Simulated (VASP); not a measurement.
# NbSi (Fm-3m) in VASP: a series of runs

NbSi is run at these levels: PBEsol; tasks: relaxation of cell and atoms.

All numbers are computed with VASP 6.6.1; they aren't measurements. Logs are shortened: lines on timing, memory, paths and dates and some standing lists are left out, and cuts for length are marked.

### Step 1. The cell of the first run

The structure is cubic, space group Fm-3m (No. 225). The conventional cell has a = 5.148 Å, b = 5.148 Å, c = 5.148 Å, α = 90.00°, β = 90.00°, γ = 90.00°. Nb (site symmetry m-3m) has 6 Si at 2.57 Å within 3.4 Å. Si (site symmetry m-3m) has 6 Nb at 2.57 Å within 3.4 Å.

### Step 2. Relaxation of cell and atoms, PBEsol

INCAR

```
PREC = Accurate
ENCUT = 600
EDIFF = 1E-6
ISMEAR = -1
SIGMA = 0.05
LREAL = F
LASPH = T
NELM = 80
ALGO = Normal
ISIF = 3
LWAVE = F
LCHARG = F
GGA = PS
IBRION = 2
NSW = 60
EDIFFG = -0.01
```

KPOINTS

```
regular mesh
0
Gamma
  9 9 9
```

POSCAR

```
NbSi
1.0
    0.0000000000      2.5738300000      2.5738300000
    2.5738300000      0.0000000000      2.5738300000
    2.5738300000      2.5738300000      0.0000000000
Nb Si
1 1
Direct
    0.0000000000      0.0000000000      0.0000000000
    0.5000000000      0.5000000000      0.5000000000
```

Potentials or basis: VASP PAW PBE potentials, release 64 (Nb_sv, Si).

On the command line:

```
> cat potpaw_PBE.64/Nb_sv/POTCAR potpaw_PBE.64/Si/POTCAR > POTCAR
> mpirun -np 1 vasp_std > vasp.out
```

OUTCAR:

```text
PREC = Accurate
   ENCUT = 600
   EDIFF = 1E-6
   ISMEAR = -1
   LREAL = F
   LASPH = T
   NELM = 80
   ISIF = 3
   GGA = PS
   IBRION = 2
   NSW = 60
   EDIFFG = -0.01

 ion  position               nearest neighbor table
   1  0.000  0.000  0.000-   2 2.57   2 2.57   2 2.57   2 2.57   2 2.57   2 2.57
   2  0.500  0.500  0.500-   1 2.57   1 2.57   1 2.57   1 2.57   1 2.57   1 2.57

  LATTYP: Found a face centered cubic cell.
 ALAT       =     5.1476600000

  Lattice vectors:

 A1 = (   0.0000000000,   2.5738300000,   2.5738300000)
 A2 = (   2.5738300000,   0.0000000000,   2.5738300000)
 A3 = (   2.5738300000,   2.5738300000,   0.0000000000)

Analysis of symmetry for initial positions (statically):
=====================================================================
 Subroutine PRICEL returns:
 Original cell was already a primitive cell.

 Routine SETGRP: Setting up the symmetry group for a
 face centered cubic supercell.

 Subroutine GETGRP returns: Found 48 space group operations
 (whereof 48 operations were pure point group operations)
 out of a pool of 48 trial point group operations.

The static configuration has the point symmetry O_h .

Analysis of symmetry for dynamics (positions and initial velocities):
=====================================================================
 Subroutine PRICEL returns:
 Original cell was already a primitive cell.

 Routine SETGRP: Setting up the symmetry group for a
 face centered cubic supercell.

 Subroutine GETGRP returns: Found 48 space group operations
 (whereof 48 operations were pure point group operations)
 out of a pool of 48 trial point group operations.

The dynamic configuration has the point symmetry O_h .

 Subroutine INISYM returns: Found 48 space group operations
 (whereof 48 operations are pure point group operations),
 and found     1 'primitive' translations

----------------------------------------------------------------------------------------

                                     Primitive cell

  volume of cell :      34.1012

  direct lattice vectors                    reciprocal lattice vectors
     0.000000000  2.573830000  2.573830000    -0.194263024  0.194263024  0.194263024
     2.573830000  0.000000000  2.573830000     0.194263024 -0.194263024  0.194263024
     2.573830000  2.573830000  0.000000000     0.194263024  0.194263024 -0.194263024

  length of vectors
     3.639945293  3.639945293  3.639945293     0.336473428  0.336473428  0.336473428

  position of ions in fractional coordinates (direct lattice)
     0.000000000  0.000000000  0.000000000
     0.500000000  0.500000000  0.500000000

  ion indices of the primitive-cell ions
   primitive index   ion index
                 1           1
                 2           2

----------------------------------------------------------------------------------------

 KPOINTS: regular mesh

Automatic generation of k-mesh.
 Grid dimensions read from file:
 generate k-points for:    9    9    9

 Generating k-lattice:

  Cartesian coordinates                     Fractional coordinates (reciprocal lattice)
    -0.021584780  0.021584780  0.021584780     0.111111111  0.000000000  0.000000000
     0.021584780 -0.021584780  0.021584780     0.000000000  0.111111111  0.000000000
     0.021584780  0.021584780 -0.021584780     0.000000000  0.000000000  0.111111111

  Length of vectors
     0.037385936  0.037385936  0.037385936

  Shift w.r.t. Gamma in fractional coordinates (k-lattice)
     0.000000000  0.000000000  0.000000000

 Subroutine IBZKPT returns following result:
 ===========================================

 Found     35 irreducible k-points:

 Following reciprocal coordinates:
            Coordinates               Weight
  0.000000  0.000000  0.000000      1.000000
  0.111111  0.000000  0.000000      8.000000
  0.222222  0.000000  0.000000      8.000000
  0.333333  0.000000  0.000000      8.000000
  0.444444  0.000000  0.000000      8.000000
  0.111111  0.111111  0.000000      6.000000
[... 16 lines left out ...]
 -0.333333  0.333333  0.000000     12.000000
  0.444444  0.444444  0.000000      6.000000
 [... further k-points ...]
   k-points           NKPTS =     35   k-points in BZ     NKDIM =     35   number of bands    NBANDS=     12
   number of dos      NEDOS =    301   number of ions     NIONS =      2
   total plane-waves  NPLWV =  27000
   dimension x,y,z NGX =    30 NGY =   30 NGZ =   30
   dimension x,y,z NGXF=    60 NGYF=   60 NGZF=   60
   ions per type =               1   1
   NGX,Y,Z   is equivalent  to a cutoff of  13.70, 13.70, 13.70 a.u.
   NGXF,Y,Z  is equivalent  to a cutoff of  27.40, 27.40, 27.40 a.u.
 SYSTEM =  unknown system
   PREC   = accura    normal or accurate (medium, high low for compatibility)
   ISTART =      0    job   : 0-new  1-cont  2-samecut
   ICHARG =      2    charge: 1-file 2-atom 10-const
   ISPIN  =      1    spin polarized calculation?
   LNONCOLLINEAR =      F non collinear calculations
   LSORBIT =      F    spin-orbit coupling
   LASPH  =      T    aspherical Exc in radial PAW
   ENCUT  =  600.0 eV  44.10 Ry    6.64 a.u.   7.27  7.27  7.27*2*pi/ulx,y,z
   NELM   =     80;   NELMIN=  2; NELMDL= -5     # of ELM steps
   EDIFF  = 0.1E-05   stopping-criterion for ELM
   LREAL  =      F    real-space projection
   EDIFFG = -.1E-01   stopping-criterion for IOM
   NSW    =     60    number of steps for IOM
   IBRION =      2    ionic relax: 0-MD 1-quasi-New 2-CG
   NFREE  =      1    steps in history (QN), initial steepest desc. (CG)
   ISIF   =      3    stress and relaxation
   ISYM   =      2    0-nonsym 1-usesym 2-fastsym
   POTIM  = 0.5000    time-step for ionic-motion
   TEBEG  =    0.0;   TEEND  =   0.0 temperature during run
   PSTRESS=    0.0 pullay stress
   NELECT =      17.0000    total number of electrons
   NUPDOWN=      -1.0000    fix difference up-down
   EMIN   =  10.00;   EMAX   =-10.00  energy-range for DOS
   EFERMI =   0.00;   METHOD = LEGACY
   ISMEAR =    -1;   SIGMA  =   0.05  broadening in eV -4-tet -1-fermi 0-gaus
   EFERMI_NEDOS =   21; number of points for ismear=-14 and -15
   IALGO  =     38    algorithm
   IMIX   =      4    mixing-type and parameters
     AMIX     =   0.40;   BMIX     =  1.00
     AMIX_MAG =   1.60;   BMIX_MAG =  1.00
  volume/ion in A,a.u.               =      17.05       115.06
  Fermi-wavevector in a.u.,A,eV,Ry     =   1.298079  2.453015 22.925957  1.685010
  Thomas-Fermi vector in A             =   2.429431
   LORBIT       =      0    0 simple, 1 ext, 2 COOP (PROOUT), +10 PAW based schemes
   GGA     = PS    functional components
   LHFCALC =     F    Hartree Fock is set to
   AEXX    =    0.0000 exact exchange contribution
   IVDW    =     0    specifies the selected vdW correction
   LEPSILON=     F    determine dielectric tensor
   LRPA    =     F    only Hartree local field effects (RPA)
 conjugate gradient relaxation of ions
 non-spin polarized calculation
  energy-cutoff  :      600.00
  volume of cell :       34.10
 maximum number of plane-waves:      1153
 NGX is ok and might be reduce to    30
   NGX = 15   NGY = 15   NGZ = 15

--------------------------------------- Ionic step        1  -------------------------------------------

 number of electron      17.0000000 magnetization

 Free energy of the ion-electron system (eV)
  ---------------------------------------------------
  ext. energy  EPLUGINS =         0.00000000
  ---------------------------------------------------
  free energy    TOTEN  =       -17.22328403 eV

  energy without entropy =      -17.21281826  energy(sigma->0) =      -17.21805115

------------------------ aborting loop because EDIFF is reached ----------------------------------------

  FORCE on cell =-STRESS in cart. coord.  units (eV):
  Direction    XX          YY          ZZ          XY          YZ          ZX
  --------------------------------------------------------------------------------------
  -------------------------------------------------------------------------------------
  Total       -0.9482219     -0.9482219     -0.9482219      0.0000000      0.0000000      0.0000000
  in kB      -44.5503359    -44.5503359    -44.5503359      0.0000000      0.0000000      0.0000000
  external PRESSURE =     -44.5503359 kB  Pullay stress =       0.0000000 kB

 VOLUME and BASIS-vectors are now :
 -----------------------------------------------------------------------------
  energy-cutoff  :      600.00
  volume of cell :       34.10
      direct lattice vectors                 reciprocal lattice vectors
     0.000000000  2.573830000  2.573830000    -0.194263024  0.194263024  0.194263024
     2.573830000  0.000000000  2.573830000     0.194263024 -0.194263024  0.194263024
     2.573830000  2.573830000  0.000000000     0.194263024  0.194263024 -0.194263024
[... 37 lines left out ...]
 POSITION                                       TOTAL-FORCE (eV/Angst)
 -----------------------------------------------------------------------------------
      0.00000      2.51496      2.51496         0.000000      0.000000     -0.000000
      2.51496      2.51496      2.51496        -0.000000      0.000000      0.000000
 -----------------------------------------------------------------------------------
    total drift:                                0.000000      0.000000      0.000000

  FREE ENERGIE OF THE ION-ELECTRON SYSTEM (eV)
  ---------------------------------------------------
  free  energy   TOTEN  =       -17.2093087882 eV

  energy  without entropy=      -17.1980155702  energy(sigma->0) =      -17.20366218

--------------------------------------- Ionic step        3  -------------------------------------------

 number of electron      16.9999999 magnetization

 Free energy of the ion-electron system (eV)
  ---------------------------------------------------
  ext. energy  EPLUGINS =         0.00000000
  ---------------------------------------------------
  free energy    TOTEN  =       -17.23703256 eV

  energy without entropy =      -17.22612401  energy(sigma->0) =      -17.23157828

 E-fermi :  10.5002     XC(G=0): -11.8308

 val. band max:       10.4935633052   @ k =   0.4444   0.2222   0.1111
 cond. band min:      10.5129066306   @ k =  -0.2222   0.2222   0.0000
 fundamental gap:      0.0193433254
 Fermi energy:        10.5002388524

 k-point     1 :       0.0000    0.0000    0.0000
  band No.  band energies     occupation
      1     -44.5914      2.00000
      2     -20.6413      2.00000
      3     -20.6413      2.00000
      4     -20.6413      2.00000
      5      -0.2814      2.00000
      6       9.1980      2.00000
      7       9.1980      2.00000
      8       9.1980      2.00000
      9       9.7973      2.00000
     10       9.7973      2.00000
     11      13.0518      0.00000
     12      13.0518      0.00000

 k-point     2 :       0.1111    0.0000    0.0000
  band No.  band energies     occupation
      1     -44.5891      2.00000
      2     -20.6700      2.00000
      3     -20.6449      2.00000
      4     -20.6449      2.00000
      5      -0.0366      2.00000
      6       8.7626      2.00000
      7       9.0822      2.00000
      8       9.0822      2.00000
      9       9.6052      2.00000
     10       9.6052      2.00000
     11      12.8120      0.00000
     12      13.8541      0.00000
[... 316 lines left out ...]
 k-point    24 :       0.4444    0.4444    0.0000
  band No.  band energies     occupation
      1     -44.5661      2.00000
      2     -20.8474      2.00000
      3     -20.7236      2.00000
      4     -20.7236      2.00000
      5       2.0127      2.00000
      6       6.8516      2.00000
      7       7.2333      2.00000
      8      10.4631      1.35553
      9      10.4631      1.35553
     10      10.8761      0.00109
     11      12.7731      0.00000
     12      12.7731      0.00000

 [... further k-points ...]
[... 5 lines left out ...]
  --------------------------------------------------------------------------------------
  -------------------------------------------------------------------------------------
  Total       -0.0171824     -0.0171824     -0.0171824      0.0000000      0.0000000      0.0000000
  in kB       -0.8308061     -0.8308061     -0.8308061      0.0000000      0.0000000      0.0000000
  external PRESSURE =      -0.8308061 kB  Pullay stress =       0.0000000 kB

 VOLUME and BASIS-vectors are now :
 -----------------------------------------------------------------------------
  energy-cutoff  :      600.00
  volume of cell :       33.14
      direct lattice vectors                 reciprocal lattice vectors
     0.000000000  2.549302511  2.549302511    -0.196132078  0.196132078  0.196132078
     2.549302511 -0.000000000  2.549302511     0.196132078 -0.196132078  0.196132078
     2.549302511  2.549302511  0.000000000     0.196132078  0.196132078 -0.196132078

 POSITION                                       TOTAL-FORCE (eV/Angst)
 -----------------------------------------------------------------------------------
      0.00000      0.00000      0.00000         0.000000      0.000000     -0.000000
      2.54930      2.54930      2.54930        -0.000000     -0.000000      0.000000
 -----------------------------------------------------------------------------------
    total drift:                               -0.000000      0.000000      0.000000

  FREE ENERGIE OF THE ION-ELECTRON SYSTEM (eV)
  ---------------------------------------------------
  free  energy   TOTEN  =       -17.2370325636 eV

  energy  without entropy=      -17.2261240052  energy(sigma->0) =      -17.23157828

 reached required accuracy - stopping structural energy minimisation
```

Run time: 1.7 min. Hardware: 1 thread of Intel Xeon 8259CL, shared host; peak memory 0.19 GiB.

Results:

| Property | Result |
| --- | --- |
| Free energy | -17.2370 eV |
| Relaxed volume | 16.57 Å³/atom |
| Relaxed cell | a = 3.605 Å, b = 3.605 Å, c = 3.605 Å, α = 60.00°, β = 60.00°, γ = 60.00° |
| Space group after relaxing (to 0.05 Å) | Fm-3m (No. 225) |
| Energy gained by relaxing | 6.9 meV/atom |
| Ionic steps | 3 |
| Pressure after relaxing | -0.1 GPa |

Step by step:
```csv
step,energy change (eV),largest force (eV/Å),pressure (GPa),volume (Å³)
1,0.0000,0.0000,-4.46,34.10
2,0.0140,0.0000,7.01,31.81
3,-0.0137,0.0000,-0.08,33.14
```

Final structure:
```
Nb Si
1.0
     0.00000    2.54930    2.54930
     2.54930    0.00000    2.54930
     2.54930    2.54930    0.00000
Nb Si
1 1
Direct
  0.00000 0.00000 0.00000
  0.50000 0.50000 0.50000
```

Levels at points of the mesh, in eV from the Fermi level:
```
           k point  band 5  band 6  band 7  band 8  band 9  band 10  band 11  band 12
(0.00, 0.00, 0.00)  -10.78   -1.30   -1.30   -1.30   -0.70    -0.70     2.55     2.55
```

Caveat: the PAW data sets were made with another functional, which shifts forces and pressure a little.

(Continued in part 2 of 2.)
